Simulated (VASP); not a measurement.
# CdF2 in VASP: settings compared, part 2 of 2

VASP 6.6.1. Earlier steps stand in the parts before.

### Step 3. Single point, PBEsol

This run uses another cell than the first one, of 13.56 Å³/atom, 1.107 times its volume.

File INCAR:

```
PREC = Accurate
ENCUT = 600
EDIFF = 1E-6
ISMEAR = -1
SIGMA = 0.05
LREAL = False
LASPH = True
NELM = 120
ALGO = Normal
ISIF = 2
LWAVE = False
LCHARG = False
GGA = PS
NBANDS = 24
GGA_COMPAT = False
```

File KPOINTS:

```
regular mesh
0
Gamma
  7 7 7
```

File POSCAR:

```
CdF2
1.0
    0.0000000000      2.7478800000      2.6940000000
    2.7478800000      0.0000000000      2.6940000000
    2.7478800000      2.7478800000      0.0000000000
Cd F
1 2
Direct
    0.0000000000      0.0000000000      0.0000000000
    0.7500000000      0.7500000000      0.7500000000
    0.2500000000      0.2500000000      0.2500000000
```

Potentials or basis: VASP PAW PBE potentials, release 64 (Cd_sv_GW, F).

Command:

```bash
$ cat potpaw_PBE.64/Cd_sv_GW/POTCAR potpaw_PBE.64/F/POTCAR > POTCAR
$ mpirun -np 1 vasp_std > vasp.out
```

OUTCAR:

```text
PREC = Accurate
   ENCUT = 600
   EDIFF = 1E-6
   ISMEAR = -1
   LREAL = False
   LASPH = True
   NELM = 120
   ISIF = 2
   GGA = PS

 ion  position               nearest neighbor table
   1  0.000  0.000  0.000-
   2  0.750  0.750  0.750-
   3  0.250  0.250  0.250-

  LATTYP: Found a body centered tetragonal cell.
 ALAT       =     3.8860891638
 C/A-ratio  =     1.3864838847

  Lattice vectors:

 A1 = (   0.0000000000,  -2.7478800000,  -2.6940000000)
 A2 = (   0.0000000000,   2.7478800000,  -2.6940000000)
 A3 = (   2.7478800000,   0.0000000000,   2.6940000000)

Analysis of symmetry for initial positions (statically):
=====================================================================
 Subroutine PRICEL returns:
 Original cell was already a primitive cell.

 Routine SETGRP: Setting up the symmetry group for a
 body centered tetragonal supercell.

 Subroutine GETGRP returns: Found 16 space group operations
 (whereof 16 operations were pure point group operations)
 out of a pool of 16 trial point group operations.

The static configuration has the point symmetry D_4h.

Analysis of symmetry for dynamics (positions and initial velocities):
=====================================================================
 Subroutine PRICEL returns:
 Original cell was already a primitive cell.

 Routine SETGRP: Setting up the symmetry group for a
 body centered tetragonal supercell.

 Subroutine GETGRP returns: Found 16 space group operations
 (whereof 16 operations were pure point group operations)
 out of a pool of 16 trial point group operations.

The dynamic configuration has the point symmetry D_4h.

 Subroutine INISYM returns: Found 16 space group operations
 (whereof 16 operations are pure point group operations),
 and found     1 'primitive' translations

----------------------------------------------------------------------------------------

                                     Primitive cell

  volume of cell :      40.6840

  direct lattice vectors                    reciprocal lattice vectors
     0.000000000  2.747880000  2.694000000    -0.181958455  0.181958455  0.185597624
     2.747880000  0.000000000  2.694000000     0.181958455 -0.181958455  0.185597624
     2.747880000  2.747880000  0.000000000     0.181958455  0.181958455 -0.185597624

  length of vectors
     3.848178854  3.848178854  3.886089164     0.317276279  0.317276279  0.317276279

  position of ions in fractional coordinates (direct lattice)
     0.000000000  0.000000000  0.000000000
     0.750000000  0.750000000  0.750000000
     0.250000000  0.250000000  0.250000000

  ion indices of the primitive-cell ions
   primitive index   ion index
                 1           1
                 2           2
                 3           3

----------------------------------------------------------------------------------------

 KPOINTS: regular mesh

Automatic generation of k-mesh.
 Grid dimensions read from file:
 generate k-points for:    7    7    7

 Generating k-lattice:

  Cartesian coordinates                     Fractional coordinates (reciprocal lattice)
    -0.025994065  0.025994065  0.026513946     0.142857143  0.000000000  0.000000000
     0.025994065 -0.025994065  0.026513946     0.000000000  0.142857143  0.000000000
     0.025994065  0.025994065 -0.026513946    -0.000000000 -0.000000000  0.142857143

  Length of vectors
     0.045325183  0.045325183  0.045325183

  Shift w.r.t. Gamma in fractional coordinates (k-lattice)
     0.000000000  0.000000000  0.000000000

 Subroutine IBZKPT returns following result:
 ===========================================

 Found     40 irreducible k-points:

 Following reciprocal coordinates:
            Coordinates               Weight
  0.000000  0.000000  0.000000      1.000000
  0.142857 -0.000000  0.000000      8.000000
  0.285714  0.000000  0.000000      8.000000
  0.428571  0.000000  0.000000      8.000000
  0.142857  0.142857  0.000000      2.000000
  0.285714  0.142857  0.000000      8.000000
[... 16 lines left out ...]
  0.428571  0.285714  0.142857      8.000000
 -0.428571  0.285714  0.142857     16.000000
 [... further k-points ...]
   k-points           NKPTS =     40   k-points in BZ     NKDIM =     40   number of bands    NBANDS=     24
   number of dos      NEDOS =    301   number of ions     NIONS =      3
   total plane-waves  NPLWV =  32768
   dimension x,y,z NGX =    32 NGY =   32 NGZ =   32
   dimension x,y,z NGXF=    64 NGYF=   64 NGZF=   64
   ions per type =               1   2
   NGX,Y,Z   is equivalent  to a cutoff of  13.82, 13.82, 13.69 a.u.
   NGXF,Y,Z  is equivalent  to a cutoff of  27.65, 27.65, 27.38 a.u.
 SYSTEM =  unknown system
   PREC   = accura    normal or accurate (medium, high low for compatibility)
   ISTART =      0    job   : 0-new  1-cont  2-samecut
   ICHARG =      2    charge: 1-file 2-atom 10-const
   ISPIN  =      1    spin polarized calculation?
   LNONCOLLINEAR =      F non collinear calculations
   LSORBIT =      F    spin-orbit coupling
   LASPH  =      T    aspherical Exc in radial PAW
   ENCUT  =  600.0 eV  44.10 Ry    6.64 a.u.   7.69  7.69  7.76*2*pi/ulx,y,z
   NELM   =    120;   NELMIN=  2; NELMDL= -5     # of ELM steps
   EDIFF  = 0.1E-05   stopping-criterion for ELM
   LREAL  =      F    real-space projection
   EDIFFG = 0.1E-04   stopping-criterion for IOM
   NSW    =      0    number of steps for IOM
   IBRION =     -1    ionic relax: 0-MD 1-quasi-New 2-CG
   NFREE  =      0    steps in history (QN), initial steepest desc. (CG)
   ISIF   =      2    stress and relaxation
   ISYM   =      2    0-nonsym 1-usesym 2-fastsym
   POTIM  = 0.5000    time-step for ionic-motion
   TEBEG  =    0.0;   TEEND  =   0.0 temperature during run
   PSTRESS=    0.0 pullay stress
   NELECT =      34.0000    total number of electrons
   NUPDOWN=      -1.0000    fix difference up-down
   EMIN   =  10.00;   EMAX   =-10.00  energy-range for DOS
   EFERMI =   0.00;   METHOD = LEGACY
   ISMEAR =    -1;   SIGMA  =   0.05  broadening in eV -4-tet -1-fermi 0-gaus
   EFERMI_NEDOS =   21; number of points for ismear=-14 and -15
   IALGO  =     38    algorithm
   IMIX   =      4    mixing-type and parameters
     AMIX     =   0.40;   BMIX     =  1.00
     AMIX_MAG =   1.60;   BMIX_MAG =  1.00
  volume/ion in A,a.u.               =      13.56        91.52
  Fermi-wavevector in a.u.,A,eV,Ry     =   1.542032  2.914018 32.352793  2.377863
  Thomas-Fermi vector in A             =   2.647894
   LORBIT       =      0    0 simple, 1 ext, 2 COOP (PROOUT), +10 PAW based schemes
   GGA     = PS    functional components
   LHFCALC =     F    Hartree Fock is set to
   AEXX    =    0.0000 exact exchange contribution
   IVDW    =     0    specifies the selected vdW correction
   LEPSILON=     F    determine dielectric tensor
   LRPA    =     F    only Hartree local field effects (RPA)
 non-spin polarized calculation
  energy-cutoff  :      600.00
  volume of cell :       40.68
 maximum number of plane-waves:      1379
   NGX = 15   NGY = 15   NGZ = 15

 number of electron      33.9999999 magnetization

 Free energy of the ion-electron system (eV)
  ---------------------------------------------------
  ext. energy  EPLUGINS =         0.00000000
  ---------------------------------------------------
  free energy    TOTEN  =       -11.69106418 eV

  energy without entropy =      -11.69106418  energy(sigma->0) =      -11.69106418

 E-fermi :   1.2457     XC(G=0): -10.6324

 val. band max:        0.1211136223   @ k =  -0.1429   0.4286   0.2857
 cond. band min:       2.9329389376   @ k =   0.0000   0.0000   0.0000
 fundamental gap:      2.8118253153
 Fermi energy:         1.2456717306

 k-point     1 :       0.0000    0.0000    0.0000
  band No.  band energies     occupation
      1     -98.2252      2.00000
      2     -59.3535      2.00000
      3     -59.3456      2.00000
      4     -59.3456      2.00000
      5     -20.3474      2.00000
      6     -19.3235      2.00000
[... 16 lines left out ...]
     23      19.3214      0.00000
     24      19.7692      0.00000

 k-point     2 :       0.1429   -0.0000    0.0000
  band No.  band energies     occupation
      1     -98.2252      2.00000
      2     -59.3536      2.00000
      3     -59.3458      2.00000
      4     -59.3457      2.00000
      5     -20.2874      2.00000
      6     -19.3758      2.00000
[... 16 lines left out ...]
     23      18.8265      0.00000
     24      19.2317      0.00000
[... 565 lines left out ...]
     23      18.8715      0.00000
     24      21.2040      0.00000

 k-point    24 :      -0.4286    0.2857    0.1429
  band No.  band energies     occupation
      1     -98.2251      2.00000
      2     -59.3546      2.00000
      3     -59.3466      2.00000
      4     -59.3462      2.00000
      5     -19.8587      2.00000
      6     -19.7408      2.00000
[... 16 lines left out ...]
     23      18.4582      0.00000
     24      21.2550      0.00000

 [... further k-points ...]
[... 5 lines left out ...]
  --------------------------------------------------------------------------------------
  -------------------------------------------------------------------------------------
  Total       -1.3995217     -1.3995217     -0.8560079      0.0000000     -0.0000000     -0.0000000
  in kB      -55.1146585    -55.1146585    -33.7105022      0.0000000     -0.0000000     -0.0000000
  external PRESSURE =     -47.9799397 kB  Pullay stress =       0.0000000 kB

 VOLUME and BASIS-vectors are now :
 -----------------------------------------------------------------------------
  energy-cutoff  :      600.00
  volume of cell :       40.68
      direct lattice vectors                 reciprocal lattice vectors
     0.000000000  2.747880000  2.694000000    -0.181958455  0.181958455  0.185597624
     2.747880000  0.000000000  2.694000000     0.181958455 -0.181958455  0.185597624
     2.747880000  2.747880000  0.000000000     0.181958455  0.181958455 -0.185597624

 POSITION                                       TOTAL-FORCE (eV/Angst)
 -----------------------------------------------------------------------------------
      0.00000      0.00000      0.00000         0.000000      0.000000      0.000000
      4.12182      4.12182      4.04100        -0.000000     -0.000000     -0.000000
      1.37394      1.37394      1.34700         0.000000      0.000000      0.000000
 -----------------------------------------------------------------------------------
    total drift:                                0.000000     -0.000000      0.000000

  FREE ENERGIE OF THE ION-ELECTRON SYSTEM (eV)
  ---------------------------------------------------
  free  energy   TOTEN  =       -11.6910641821 eV

  energy  without entropy=      -11.6910641821  energy(sigma->0) =      -11.69106418
```

It took 22 s on 1 thread of Intel Xeon Platinum 8559C (Emerald Rapids), shared host; peak memory 0.2 GiB.

Results:

| Property | Result |
| --- | --- |
| Free energy | -11.6911 eV |
| Pressure | -4.8 GPa |
| Band gap on the k mesh | 2.81 eV, indirect (least direct gap 3.30 eV) |

Caveat: the PAW data sets were made with another functional, which shifts forces and pressure a little. A k mesh can miss the band edges.

### Step 4. Single point, r2SCAN

This run uses another cell than the first one, of 13.03 Å³/atom, 1.064 times its volume.

File POSCAR:

```
CdF2
1.0
    0.0000000000      2.6940000000      2.6940000000
    2.6940000000      0.0000000000      2.6940000000
    2.6940000000      2.6940000000      0.0000000000
Cd F
1 2
Direct
    0.0000000000      0.0000000000      0.0000000000
    0.7500000000      0.7500000000      0.7500000000
    0.2500000000      0.2500000000      0.2500000000
```

File INCAR.step1:

```
PREC     = Accurate       # precision mode
ENCUT    = 660            # plane-wave cutoff, eV
ISMEAR   = 0              # smearing method
SIGMA    = 0.01           # smearing width, eV
LREAL    = F              # projectors in reciprocal space
LASPH    = T              # aspherical terms in the spheres
NELM     = 120            # most SCF steps
NBANDS   = 24             # bands
GGA      = PE             # functional
ALGO     = Normal         # electronic algorithm
EDIFF    = 1E-5           # SCF threshold, eV
LWAVE    = T              # write WAVECAR
LCHARG   = F              # write CHGCAR
GGA_COMPAT= F
```

File INCAR.step2:

```
PREC     = Accurate       # precision mode
ENCUT    = 660            # plane-wave cutoff, eV
EDIFF    = 1E-6           # SCF threshold, eV
ISMEAR   = 0              # smearing method
SIGMA    = 0.01           # smearing width, eV
LREAL    = F              # projectors in reciprocal space
LASPH    = T              # aspherical terms in the spheres
NELM     = 120            # most SCF steps
ALGO     = Normal         # electronic algorithm
ISIF     = 2              # what is computed and relaxed
LWAVE    = F              # write WAVECAR
LCHARG   = F              # write CHGCAR
METAGGA  = R2SCAN         # meta-GGA
LMIXTAU  = T            
NBANDS   = 24             # bands
ISTART   = 1            
GGA_COMPAT= F
```

File KPOINTS:

```
regular mesh
0
Gamma
  8 8 8
```

Command:

```bash
$ cat potpaw_PBE.64/Cd_sv_GW/POTCAR potpaw_PBE.64/F/POTCAR > POTCAR
$ cp INCAR.step1 INCAR
$ mpirun -np 1 vasp_std > vasp.out
$ cp INCAR.step2 INCAR
$ mpirun -np 1 vasp_std > vasp.out
```

Wall time 1.9 min (1 thread of Intel Xeon Platinum 8375C at 2.90GHz (Ice Lake), shared host); peak memory 0.22 GiB.

It converged, with:

```yaml
Free_energy: -33.8441 eV
Pressure: -0.5 GPa
Band_gap_on_the_k_mesh: 3.79 eV, indirect (least direct gap 4.30 eV)
```

Levels at points of the mesh, in eV from the valence-band top:
```csv
k point,band 15,band 16,band 17,band 18,band 19,band 20
"(0.00, 0.00, 0.00)",-0.52,-0.52,-0.52,3.79,13.61,13.61
"(0.50, 0.00, 0.00)",-1.85,-0.41,-0.41,8.02,9.70,15.61
"(0.50, 0.50, 0.00)",-0.52,-0.09,-0.09,8.91,10.58,12.21
```

Caveat: the PAW data sets were made with another functional, which shifts forces and pressure a little.

### Step 5. Single point, PBEsol

This run uses another cell than the first one, of 12.52 Å³/atom, 1.022 times its volume.

File INCAR:

```
SYSTEM = CdF2
PREC = Accurate
ENCUT = 600
EDIFF = 1E-6
ISMEAR = -1
SIGMA = 0.05
LREAL = .False.
LASPH = .True.
NELM = 120
ALGO = Normal
ISIF = 2
LWAVE = .False.
LCHARG = .True.
GGA = PS
LELF = .True.
LVHAR = .True.
NBANDS = 24
GGA_COMPAT = .False.
```

File KPOINTS:

```
regular mesh
0
Gamma
  7 7 7
  0 0 0
```

File POSCAR:

```
CdF2
1.0
    0.0000000000      2.6401200000      2.6940000000
    2.6401200000      0.0000000000      2.6940000000
    2.6401200000      2.6401200000      0.0000000000
Cd F
1 2
Direct
    0.0000000000      0.0000000000      0.0000000000
    0.7500000000      0.7500000000      0.7500000000
    0.2500000000      0.2500000000      0.2500000000
```

Command:

```bash
$ cat potpaw_PBE.64/Cd_sv_GW/POTCAR potpaw_PBE.64/F/POTCAR > POTCAR
$ mpirun -np 1 vasp_std > vasp.out
```

Run time: 60 s. Hardware: 1 thread of Intel Xeon Platinum 8559C (Emerald Rapids), shared host; peak memory 0.2 GiB.

It converged, with:

- Free energy: -11.6914 eV
- Pressure: 3.8 GPa
- Band gap on the k mesh: 3.10 eV, indirect (least direct gap 3.45 eV)

Stress tensor (GPa, compression positive):
```
4.58 0.00 0.00
0.00 4.58 0.00
0.00 0.00 2.28
```

Levels at points of the mesh, in eV from the valence-band top:
```csv
k point,band 13,band 14,band 15,band 16,band 17,band 18,band 19,band 20,band 21,band 22
"(0.00, 0.00, 0.00)",-1.00,-1.00,-0.41,-0.41,-0.35,3.10,12.71,12.71,12.76,17.80
```

Caveat: the PAW data sets were made with another functional, which shifts forces and pressure a little. A k mesh can miss the band edges.

### Step 6. Summary

```csv
level,potentials or basis,cell,k mesh,cutoff (eV),smearing,gap on the mesh (eV),pressure (GPa)
LDA,"VASP PAW LDA potentials, release 64 (Cd_sv_GW, F)","a = 3.732 Å, angles 60.0°, 3 atoms",9 × 9 × 9,600,fermi-dirac 0.05 eV,3.06,0.9
PBEsol,"VASP PAW PBE potentials, release 64 (Cd_sv_GW, F)","a = 3.848, b = 3.848, c = 3.886 Å, angles 59.7, 59.7, 60.7°, 3 atoms",7 × 7 × 7,600,fermi-dirac 0.05 eV,2.81,-4.8
r2SCAN,"VASP PAW PBE potentials, release 64 (Cd_sv_GW, F)","a = 3.810 Å, angles 60.0°, 3 atoms",8 × 8 × 8,660,gaussian 0.01 eV,3.79,-0.5
PBEsol,"VASP PAW PBE potentials, release 64 (Cd_sv_GW, F)","a = 3.772, b = 3.772, c = 3.734 Å, angles 60.3, 60.3, 59.3°, 3 atoms",7 × 7 × 7,600,fermi-dirac 0.05 eV,3.10,3.8
```

Alike in all rows: task single point; no spin polarisation.

Caveats: the PAW data sets were made with another functional, which shifts forces and pressure a little (some runs).

Absolute energies hang on the potentials; compare differences alone.
